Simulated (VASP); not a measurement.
# KSi3 (I-4m2) in VASP: notebook, part 2 of 2

VASP 6.6.1. Earlier steps stand in the parts before.

## Step 3: Single point, PBE

This run uses another cell than the first one, of 22.28 Å³/atom.

Input file INCAR:

```
ALGO = Normal
EDIFF = 1E-6
ENCUT = 520
GGA = PE
ISIF = 2
ISMEAR = 0
LASPH = True
LCHARG = True
LELF = True
LREAL = False
LVHAR = True
LWAVE = False
NBANDS = 18
NELM = 60
PREC = Accurate
SIGMA = 0.1
```

Input file KPOINTS:

```
k-points
0
Gamma
  6 6 6
```

Input file POSCAR:

```
KSi3
1.0
   -2.1017146351      2.1017146351      5.0448057384
    2.1017146351     -2.1017146351      5.0448057384
    2.1017146351      2.1017146351     -5.0448057384
K Si
1 3
Direct
    0.0000000000      0.0000000000      0.0000000000
    0.3810548544      0.3810548544      0.0000000000
    0.7500000000      0.2500000000      0.5000000000
    0.6189451456      0.6189451456      0.0000000000
```

Potentials or basis: VASP PAW PBE potentials, release 64 (K_sv, Si).

The run is started by

```console
cat potpaw_PBE.64/K_sv/POTCAR potpaw_PBE.64/Si/POTCAR > POTCAR
mpirun -np 1 vasp_std > vasp.out
```

Wall time 56 s (1 thread of Intel Xeon Platinum 8488C (Sapphire Rapids), shared host); peak memory 0.32 GiB.

The run converged. Its results:

* Free energy: -15.7951 eV
* Pressure: 0.1 GPa
* Largest force: 0.003 eV/Å
* Band gap on the k mesh: zero (an odd number of electrons rules out a gap without spin polarisation)

Forces in eV/Å, atoms in the order of the input:
```
K    0.000  0.000  0.000
Si   0.000  0.000 -0.003
Si   0.000  0.000  0.000
Si   0.000  0.000  0.003
```

Levels at points of the mesh, in eV from the Fermi level:
| k point | band 7 | band 8 | band 9 | band 10 | band 11 | band 12 | band 13 | band 14 |
| --- | --- | --- | --- | --- | --- | --- | --- | --- |
| (0.00, 0.00, 0.00) | -5.87 | -2.57 | -2.57 | 0.10 | 0.10 | 0.31 | 0.60 | 2.62 |
| (0.50, 0.00, 0.00) | -5.52 | -3.54 | -2.39 | -0.54 | 0.38 | 0.48 | 1.30 | 3.10 |
| (0.50, 0.50, 0.00) | -6.60 | -3.50 | -3.40 | -2.01 | -0.11 | 1.09 | 2.32 | 2.85 |
| (0.50, 0.50, 0.50) | -2.73 | -2.73 | -1.48 | -1.11 | 0.13 | 1.54 | 1.54 | 2.07 |

## Step 4: Relaxation of cell and atoms, PBE

Input file INCAR:

```
  ALGO = Normal
  EDIFF = 1E-6
  EDIFFG = -0.04
  ENCUT = 600
  GGA = PE
  IBRION = 2
  ISIF = 3
  ISMEAR = 0
  LASPH = True
  LCHARG = False
  LREAL = False
  LWAVE = False
  NELM = 100
  NSW = 90
  PREC = Accurate
  SIGMA = 0.1
```

KPOINTS is that of step 3.

Input file POSCAR:

```
KSi3
1.0
   -1.7926713500      1.7926713500      4.4362751800
    1.7926713500     -1.7926713500      4.4362751800
    1.7926713500      1.7926713500     -4.4362751800
K Si
1 3
Direct
    0.0000000000      0.0000000000      0.0000000000
    0.3798992300      0.3798992300      0.0000000000
    0.7500000000      0.2500000000      0.5000000000
    0.6201007700      0.6201007700      0.0000000000
```

The run is started by

```console
cat potpaw_PBE.64/K_sv/POTCAR potpaw_PBE.64/Si/POTCAR > POTCAR
mpirun -np 1 vasp_std > vasp.out
```

It took 2.7 min on 1 thread of Intel Xeon Platinum 8488C (Sapphire Rapids), shared host; peak memory 0.27 GiB.

Results (log left out):

```
Free energy                           : -15.7913 eV
Relaxed volume                        : 22.31 Å³/atom
Relaxed cell                          : a = 5.862 Å, b = 5.862 Å, c = 5.862 Å, α = 137.99°, β = 137.99°, γ = 60.91°
Space group after relaxing (to 0.1 Å) : I-4m2 (No. 119)
Energy gained by relaxing             : 1025.0 meV/atom
Ionic steps                           : 8
Pressure after relaxing               : 0.0 GPa
Largest force after relaxing          : 0.031 eV/Å
Band gap on the k mesh                : zero (an odd number of electrons rules out a gap without spin polarisation)
```

Forces on the atoms (eV/Å):
```
K    0.000  0.000  0.000
Si   0.000  0.000 -0.031
Si   0.000  0.000  0.000
Si   0.000  0.000  0.031
```

Stress tensor (GPa, compression positive):
```
 0.09  0.00  0.00
 0.00  0.09  0.00
 0.00  0.00 -0.04
```

Step by step:
```csv
step,energy change (eV),largest force (eV/Å),pressure (GPa),volume (Å³)
1,0.0000,0.3317,61.51,57.03
2,-3.3868,0.0770,-6.50,115.17
3,-4.0745,0.2340,0.72,87.83
4,-4.0760,0.2326,-0.34,89.65
5,-4.0768,0.2332,0.08,88.90
6,-4.0905,0.1602,0.03,89.04
7,-4.1000,0.0401,0.05,89.24
8,-4.1000,0.0314,0.04,89.23
```

Final structure:
```
CELL_PARAMETERS angstrom
-2.10110 2.10110 5.05302
2.10110 -2.10110 5.05302
2.10110 2.10110 -5.05302
ATOMIC_POSITIONS crystal
K 0.00000 0.00000 0.00000
Si 0.38130 0.38130 0.00000
Si 0.75000 0.25000 0.50000
Si 0.61870 0.61870 0.00000
```

Levels at points of the mesh, in eV from the Fermi level:
| k point | band 8 | band 9 | band 10 | band 11 | band 12 | band 13 |
| --- | --- | --- | --- | --- | --- | --- |
| (0.00, 0.00, 0.00) | -2.56 | -2.56 | 0.10 | 0.10 | 0.32 | 0.62 |
| (0.50, 0.00, 0.00) | -3.54 | -2.38 | -0.55 | 0.38 | 0.48 | 1.30 |
| (0.50, 0.50, 0.00) | -3.50 | -3.40 | -2.00 | -0.12 | 1.08 | 2.30 |
| (0.50, 0.50, 0.50) | -2.72 | -1.49 | -1.11 | 0.15 | 1.54 | 1.54 |

Caveat: the volume moved by over 15 % at a fixed basis, so the end points are rough.

## Step 5: Single point, PBE

This run uses another cell than the first one, of 22.32 Å³/atom.

Input file INCAR:

```
PREC = Accurate
ENCUT = 520
EDIFF = 1E-6
ISMEAR = 0
SIGMA = 0.1
LREAL = F
LASPH = T
NELM = 80
ALGO = Normal
ISIF = 2
LWAVE = F
LCHARG = F
GGA = PE
NBANDS = 18
```

Input file KPOINTS:

```
Automatic mesh
0
Gamma
  16 16 16
```

Input file POSCAR:

```
KSi3
1.0
   -2.1001201574      2.1001201574      5.0599186709
    2.1001201574     -2.1001201574      5.0599186709
    2.1001201574      2.1001201574     -5.0599186709
K Si
1 3
Direct
    0.0000000000      0.0000000000      0.0000000000
    0.3814628884      0.3814628884      0.0000000000
    0.7500000000      0.2500000000      0.5000000000
    0.6185371116      0.6185371116      0.0000000000
```

Potentials or basis: VASP PAW PBE potentials, release 64 (K_sv, Si).

The run is started by

```console
cat potpaw_PBE.64/K_sv/POTCAR potpaw_PBE.64/Si/POTCAR > POTCAR
mpirun -np 1 vasp_std > vasp.out
```

OUTCAR:

```text
PREC = Accurate
   ENCUT = 520
   EDIFF = 1E-6
   ISMEAR = 0
   LREAL = F
   LASPH = T
   NELM = 80
   ISIF = 2
   GGA = PE

 ion  position               nearest neighbor table
   1  0.000  0.000  0.000-   4 3.20   4 3.20   4 3.20   2 3.20   4 3.20   2 3.20   2 3.20   2 3.20
                             3 3.29   3 3.29   3 3.29   3 3.29
   2  0.381  0.381  0.000-   4 2.40   3 2.49   3 2.49   1 3.20   1 3.20   1 3.20   1 3.20
   3  0.750  0.250  0.500-   4 2.49   2 2.49   2 2.49   4 2.49   1 3.29   1 3.29   1 3.29   1 3.29
[... 708 lines left out ...]
  Direction    XX          YY          ZZ          XY          YZ          ZX
  --------------------------------------------------------------------------------------
  -------------------------------------------------------------------------------------
  Total        0.0416776      0.0416776      0.0341219      0.0000000      0.0000000      0.0000000
  in kB        0.7480348      0.7480348      0.6124237      0.0000000      0.0000000      0.0000000
  external PRESSURE =       0.7028311 kB  Pullay stress =       0.0000000 kB

 VOLUME and BASIS-vectors are now :
 -----------------------------------------------------------------------------
  energy-cutoff  :      520.00
  volume of cell :       89.27
      direct lattice vectors                 reciprocal lattice vectors
    -2.100120157  2.100120157  5.059918671     0.000000000  0.238081616  0.098815818
     2.100120157 -2.100120157  5.059918671     0.238081616  0.000000000  0.098815818
     2.100120157  2.100120157 -5.059918671     0.238081616  0.238081616  0.000000000

 POSITION                                       TOTAL-FORCE (eV/Angst)
 -----------------------------------------------------------------------------------
      0.00000      0.00000      0.00000        -0.000000     -0.000000     -0.000000
      0.00000      0.00000      3.86034        -0.000000     -0.000000     -0.005865
      0.00000      2.10012      2.52996        -0.000000     -0.000000     -0.000000
      0.00000      0.00000      6.25949         0.000000      0.000000      0.005865
 -----------------------------------------------------------------------------------
    total drift:                                0.000000     -0.000000     -0.000000

  FREE ENERGIE OF THE ION-ELECTRON SYSTEM (eV)
  ---------------------------------------------------
  free  energy   TOTEN  =       -15.7866128540 eV

  energy  without entropy=      -15.7758109468  energy(sigma->0) =      -15.78121190
```

OSZICAR:

```text
N       E                     dE             d eps       ncg     rms          rms(c)
DAV:   1     0.813765718555E+02    0.81377E+02   -0.85830E+03 12564   0.991E+02
DAV:   2    -0.112463044829E+02   -0.92623E+02   -0.89799E+02 15576   0.219E+02
DAV:   3    -0.158110013425E+02   -0.45647E+01   -0.45201E+01 18518   0.386E+01
DAV:   4    -0.160098645146E+02   -0.19886E+00   -0.19872E+00 20350   0.666E+00
DAV:   5    -0.160120582415E+02   -0.21937E-02   -0.21933E-02 18124   0.653E-01    0.828E+00
DAV:   6    -0.158322491264E+02    0.17981E+00   -0.24091E-01 15620   0.232E+00    0.526E+00
DAV:   7    -0.157863524560E+02    0.45897E-01   -0.22916E-01 16824   0.226E+00    0.972E-01
DAV:   8    -0.157866574451E+02   -0.30499E-03   -0.31486E-02 16348   0.968E-01    0.284E-01
DAV:   9    -0.157865542144E+02    0.10323E-03   -0.25039E-03 17180   0.281E-01    0.124E-01
DAV:  10    -0.157866019551E+02   -0.47741E-04   -0.23963E-04 17484   0.849E-02    0.407E-02
DAV:  11    -0.157866119991E+02   -0.10044E-04   -0.41408E-05 16588   0.391E-02    0.997E-03
DAV:  12    -0.157866128540E+02   -0.85493E-06   -0.43290E-06 16578   0.115E-02
   1 F= -.15786613E+02 E0= -.15781212E+02  d E =-.108019E-01
```

Run time: 8.8 min. Hardware: 1 thread of Intel Xeon Platinum 8488C (Sapphire Rapids), shared host; peak memory 0.68 GiB.

What came out:

| Property | Result |
| --- | --- |
| Free energy | -15.7866 eV |
| Pressure | 0.1 GPa |
| Largest force | 0.006 eV/Å |
| Band gap on the k mesh | zero (an odd number of electrons rules out a gap without spin polarisation) |

Forces on the atoms (eV/Å):
```
K    0.000  0.000  0.000
Si   0.000  0.000 -0.006
Si   0.000  0.000  0.000
Si   0.000  0.000  0.006
```

## Step 6: Overview

```tsv
task	cell	k mesh	cutoff (eV)	gap on the mesh (eV)	pressure (GPa)	largest force (eV/Å)
single point	a = 5.110 Å, angles 138.9, 138.9, 59.5°, 4 atoms, atomic positions A	6 × 6 × 6	520	none	61.5	0.33
single point	a = 5.855 Å, angles 137.9, 137.9, 61.0°, 4 atoms, atomic positions A	6 × 6 × 6	520	none	0.1	-
relaxation of cell and atoms	relaxed from a = 5.110 Å, angles 138.9, 138.9, 59.5°, 4 atoms, atomic positions A	6 × 6 × 6	600	none	0.0	0.03
single point	a = 5.867 Å, angles 138.1, 138.1, 60.8°, 4 atoms, atomic positions B	16 × 16 × 16	520	none	0.1	0.01
```

Alike in all rows: level PBE; potentials or basis VASP PAW PBE potentials, release 64 (K_sv, Si); no spin polarisation; smearing gaussian 0.1 eV.

Caveats: the cell stands under pressure (at least some runs); the volume moved by over 15 % at a fixed basis, so the end points are rough (at least some runs).

Total energies depend on the potentials used, so only differences within one code and one set of settings carry meaning.
